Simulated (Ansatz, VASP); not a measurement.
## TiB2: VASP beside Ansatz

```xyz
3
Lattice="3.0292 0.0000 0.0000 -1.5146 2.6234 0.0000 0.0000 0.0000 3.2284" Properties=species:S:1:pos:R:3 pbc="T T T"
Ti    0.0100    0.0000    0.0000
B     0.0000    1.7489    1.6142
B     1.5146    0.8745    1.6142
```

Alike in both runs: task single point; functional PBE; k mesh 10 × 10 × 9; occupations gaussian, width 0.1 eV; no spin polarisation.

|  | VASP | Ansatz |
| --- | --- | --- |
| version | VASP 6.6.1 | Ansatz 0.2.0 |
| potentials or method | VASP PAW PBE potentials, release 64 (Ti_sv, B) | plane waves, PAW |
| plane-wave cutoff (eV) | 500 | 420 |
| valence electrons in the cell | 18 | 18 |

|  | VASP | Ansatz | Ansatz less VASP |
| --- | --- | --- | --- |
| rms of the force components (eV/Å) | 0.058 | 0.058 | -0.0001 |

Atom by atom the forces differ by 0.000 eV/Å (rms over components). With one functional, cell and mesh, what is left measures potentials, basis and numerics.
